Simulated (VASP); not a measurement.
# LuH2 in VASP: a series of runs

LuH2 is run at these levels: LDA; tasks: electric field gradients.

All numbers are computed with VASP 6.6.1; they aren't measurements. Logs are shortened: lines on timing, memory, paths and dates and some standing lists are left out, and cuts for length are marked.

## Step 1: The cell of the first run

It takes space group I4/mmm (No. 139, tetragonal). Conventional cell: a = 3.559 Å, b = 3.559 Å, c = 5.134 Å, α = 90.00°, β = 90.00°, γ = 90.00°. Lu (site symmetry 4/mmm) has 8 H at 2.19 Å within 2.9 Å. H (site symmetry -4m2) has 4 Lu at 2.19 Å and 6 H at 2.52 to 2.57 Å within 2.9 Å.

## Step 2: Electric field gradients, LDA (zz strain of +2 %)

File INCAR:

```
PREC = Accurate ; ENCUT = 520
EDIFF = 1E-8 ; ISMEAR = -1
SIGMA = 0.02 ; LREAL = False
LASPH = True ; NELM = 60
ALGO = Normal ; ISIF = 2
LWAVE = False ; LCHARG = False
GGA = CA ; LEFG = True
NBANDS = 20
```

File KPOINTS:

```
Automatic mesh
0
Gamma
  8 8 8
```

File POSCAR:

```
LuH2
1.0
    0.0000000000      2.5165000000      2.5668300000
    2.5165000000      0.0000000000      2.5668300000
    2.5165000000      2.5165000000      0.0000000000
Lu H
1 2
Direct
    0.0000000000      0.0000000000      0.0000000000
    0.2500000000      0.2500000000      0.2500000000
    0.7500000000      0.7500000000      0.7500000000
```

Potentials or basis: VASP PAW PBE potentials, release 64 (Lu, H).

On the command line:

```
cat potpaw_PBE.64/Lu/POTCAR potpaw_PBE.64/H/POTCAR > POTCAR
mpirun -np 1 vasp_std > vasp.out
```

OUTCAR:

```text
PREC = Accurate
   ENCUT = 520
   EDIFF = 1E-8
   ISMEAR = -1
   LREAL = False
   LASPH = True
   NELM = 60
   ISIF = 2
   GGA = CA

 ion  position               nearest neighbor table
   1  0.000  0.000  0.000-   3 2.19   3 2.19   3 2.19   2 2.19   3 2.19   2 2.19   2 2.19   2 2.19

   2  0.250  0.250  0.250-   1 2.19   1 2.19   1 2.19   1 2.19
   3  0.750  0.750  0.750-   1 2.19   1 2.19   1 2.19   1 2.19

  LATTYP: Found a body centered tetragonal cell.
 ALAT       =     3.5588684297
 C/A-ratio  =     1.4424978336

  Lattice vectors:

 A1 = (  -2.5165000000,   0.0000000000,   2.5668300000)
 A2 = (   2.5165000000,   0.0000000000,   2.5668300000)
 A3 = (   0.0000000000,   2.5165000000,  -2.5668300000)

Analysis of symmetry for initial positions (statically):
=====================================================================
 Subroutine PRICEL returns:
 Original cell was already a primitive cell.

 Routine SETGRP: Setting up the symmetry group for a
 body centered tetragonal supercell.

 Subroutine GETGRP returns: Found 16 space group operations
 (whereof 16 operations were pure point group operations)
 out of a pool of 16 trial point group operations.

The static configuration has the point symmetry D_4h.

Analysis of symmetry for dynamics (positions and initial velocities):
=====================================================================
 Subroutine PRICEL returns:
 Original cell was already a primitive cell.

 Routine SETGRP: Setting up the symmetry group for a
 body centered tetragonal supercell.

 Subroutine GETGRP returns: Found 16 space group operations
 (whereof 16 operations were pure point group operations)
 out of a pool of 16 trial point group operations.

The dynamic configuration has the point symmetry D_4h.

 Subroutine INISYM returns: Found 16 space group operations
 (whereof 16 operations are pure point group operations),
 and found     1 'primitive' translations

----------------------------------------------------------------------------------------

                                     Primitive cell

[... 128 lines left out ...]

 number of electron      27.0000009 magnetization

 Free energy of the ion-electron system (eV)
  ---------------------------------------------------
  ext. energy  EPLUGINS =         0.00000000
  ---------------------------------------------------
  free energy    TOTEN  =       -13.99103753 eV

  energy without entropy =      -13.98912967  energy(sigma->0) =      -13.99008360

 E-fermi :   2.3455     XC(G=0): -11.2883

 val. band max:        2.3214711281   @ k =   0.5000   0.2500   0.1250
 cond. band min:       2.3878081240   @ k =   0.3750  -0.0000   0.2500
 fundamental gap:      0.0663369959
 Fermi energy:         2.3454917189

 k-point     1 :       0.0000    0.0000    0.0000
  band No.  band energies     occupation
      1     -53.6271      2.00000
      2     -24.3426      2.00000
      3     -24.3426      2.00000
      4     -24.3369      2.00000
      5      -6.8421      2.00000
      6      -3.0163      2.00000
[... 541 lines left out ...]
     19      10.1183      0.00000
     20      11.4535      0.00000

 [... further k-points ...]

------------------------ aborting loop because EDIFF is reached ----------------------------------------

  FORCE on cell =-STRESS in cart. coord.  units (eV):
  Direction    XX          YY          ZZ          XY          YZ          ZX
  --------------------------------------------------------------------------------------
  -------------------------------------------------------------------------------------
  Total       -1.5607053     -1.5607053     -1.5930300      0.0000000     -0.0000000      0.0000000
  in kB      -76.9149054    -76.9149054    -78.5079357      0.0000000     -0.0000000      0.0000000
  external PRESSURE =     -77.4459155 kB  Pullay stress =       0.0000000 kB

 VOLUME and BASIS-vectors are now :
 -----------------------------------------------------------------------------
  energy-cutoff  :      520.00
  volume of cell :       32.51
      direct lattice vectors                 reciprocal lattice vectors
     0.000000000  2.516500000  2.566830000    -0.198688655  0.198688655  0.194792799
     2.516500000  0.000000000  2.566830000     0.198688655 -0.198688655  0.194792799
     2.516500000  2.516500000  0.000000000     0.198688655  0.198688655 -0.194792799

 POSITION                                       TOTAL-FORCE (eV/Angst)
 -----------------------------------------------------------------------------------
      0.00000      0.00000      0.00000         0.000000     -0.000000     -0.000000
      1.25825      1.25825      1.28341         0.000000      0.000000      0.000000
      3.77475      3.77475      3.85025        -0.000000     -0.000000     -0.000000
 -----------------------------------------------------------------------------------
    total drift:                               -0.000000     -0.000000     -0.000000

  FREE ENERGIE OF THE ION-ELECTRON SYSTEM (eV)
  ---------------------------------------------------
  free  energy   TOTEN  =       -13.9910375290 eV

  energy  without entropy=      -13.9891296696  energy(sigma->0) =      -13.99008360

 Electric field gradients (V/A^2)
---------------------------------------------------------------------
 ion       V_xx      V_yy      V_zz      V_xy      V_xz      V_yz
---------------------------------------------------------------------
   1       0.916     0.916    -1.832     0.001     0.000     0.000
   2      -0.058    -0.058     0.116     0.000     0.000     0.000
   3      -0.058    -0.058     0.116     0.000     0.000     0.000
---------------------------------------------------------------------

 Electric field gradients after diagonalization (V/A^2)
 (convention: |V_zz| > |V_xx| > |V_yy|)
----------------------------------------------------------------------
 ion       V_xx      V_yy      V_zz     asymmetry (V_yy - V_xx)/ V_zz
----------------------------------------------------------------------
   1       0.917     0.915    -1.832       0.001
   2      -0.058    -0.057     0.116       0.006
   3      -0.058    -0.057     0.116       0.006
----------------------------------------------------------------------

           NMR quadrupolar parameters

 Cq : quadrupolar parameter    Cq=e*Q*V_zz/h
 eta: asymmetry parameters     (V_yy - V_xx)/ V_zz
 Q  : nuclear electric quadrupole moment in mb (millibarn)
----------------------------------------------------------------------
 ion       Cq(MHz)       eta       Q (mb)
----------------------------------------------------------------------
   1      -0.004       0.001       1.000
   2       0.000       0.006       1.000
   3       0.000       0.006       1.000
----------------------------------------------------------------------
```

OSZICAR:

```text
N       E                     dE             d eps       ncg     rms          rms(c)
DAV:   1     0.980324187754E+02    0.98032E+02   -0.10814E+04  3020   0.439E+03
DAV:   2    -0.669781466750E+01   -0.10473E+03   -0.10162E+03  2600   0.420E+02
DAV:   3    -0.144953399605E+02   -0.77975E+01   -0.77217E+01  2668   0.795E+01
DAV:   4    -0.147451427825E+02   -0.24980E+00   -0.24860E+00  3356   0.125E+01
DAV:   5    -0.147489329010E+02   -0.37901E-02   -0.37880E-02  2788   0.151E+00    0.704E+00
DAV:   6    -0.141362276674E+02    0.61271E+00   -0.10411E+00  3744   0.258E+01    0.339E+00
DAV:   7    -0.139920048367E+02    0.14422E+00   -0.30406E-01  3748   0.711E+00    0.749E-01
DAV:   8    -0.139909402222E+02    0.10646E-02   -0.52074E-02  2956   0.153E+00    0.235E-01
DAV:   9    -0.139910156859E+02   -0.75464E-04   -0.16676E-03  3788   0.742E-01    0.658E-02
DAV:  10    -0.139910339345E+02   -0.18249E-04   -0.23053E-04  3796   0.231E-01    0.264E-02
DAV:  11    -0.139910387687E+02   -0.48342E-05   -0.23875E-05  3284   0.451E-02    0.836E-03
DAV:  12    -0.139910374576E+02    0.13111E-05   -0.31713E-06  3848   0.602E-02    0.182E-03
DAV:  13    -0.139910375316E+02   -0.73959E-07   -0.44549E-07  3580   0.758E-03    0.493E-04
DAV:  14    -0.139910375290E+02    0.25948E-08   -0.25599E-08  3044   0.233E-03
   1 F= -.13991038E+02 E0= -.13990084E+02  d E =-.190786E-02
```

stdout:

```text
POSCAR found type information on POSCAR LuH
 POSCAR found :  2 types and       3 ions
 scaLAPACK will be used
 -----------------------------------------------------------------------------
|                                                                             |
|                                                                             |
|     You enforced a specific xc type in the INCAR file but a different       |
|     I HOPE YOU KNOW WHAT YOU ARE DOING!                                     |
|                                                                             |
 -----------------------------------------------------------------------------

 LDA part: xc-table for (Slater(with rela. corr.)+CA(PZ))
 , standard interpolation
 POSCAR, INCAR and KPOINTS ok, starting setup
 FFT: planning ... GRIDC
 FFT: planning ... GRID_SOFT
 FFT: planning ... GRID
 WAVECAR not read
 entering main loop
ion   1

ion   2

ion   3
```

It took 38 s on 1 thread of Intel Xeon Platinum 8259CL at 2.50GHz (Skylake/Cascade Lake), shared host; peak memory 0.18 GiB.

Results:

| Quantity | Value |
| --- | --- |
| Free energy | -13.9910 eV |
| Pressure | -7.7 GPa |
| Band gap on the k mesh | zero (an odd number of electrons rules out a gap without spin polarisation) |
| Largest electric field gradient by atom | Lu -1.8; H +0.1 V/Å² |

Levels at points of the mesh, in eV from the Fermi level:
| k point | band 10 | band 11 | band 12 | band 13 | band 14 | band 15 | band 16 | band 17 | band 18 | band 19 |
| --- | --- | --- | --- | --- | --- | --- | --- | --- | --- | --- |
| (0.00, 0.00, 0.00) | -5.02 | -5.02 | -5.02 | -0.44 | 1.15 | 1.28 | 1.28 | 3.83 | 4.09 | 10.02 |
| (0.50, 0.00, 0.00) | -5.04 | -5.03 | -5.02 | -3.87 | 1.22 | 1.41 | 4.92 | 5.39 | 5.49 | 6.13 |
| (0.50, 0.50, 0.00) | -5.06 | -5.05 | -5.05 | -4.06 | -2.38 | 5.66 | 5.73 | 5.73 | 6.51 | 6.51 |
| (0.50, 0.00, 0.50) | -5.05 | -5.05 | -5.04 | -3.90 | -2.31 | 5.61 | 5.61 | 5.84 | 6.26 | 6.38 |

Electric field gradients, principal values (V/Å²):
| atom | least | middle | greatest (by size) |
| --- | --- | --- | --- |
| 1 Lu | 0.915 | 0.917 | -1.832 |
| 2 H | -0.057 | -0.058 | 0.116 |
| 3 H | -0.057 | -0.058 | 0.116 |

Caveat: the cell differs from its parent crystal (zz strain of +2 %); the cell stands under tension; without QUAD_EFG the Cq values of the log hold for a quadrupole moment of 1 mb, not for the nuclei; the PAW data sets were made with another functional, which shifts forces and pressure a little; spin-orbit coupling is left out, which moves the levels of the heavy elements.

[end of part 1 of 3]
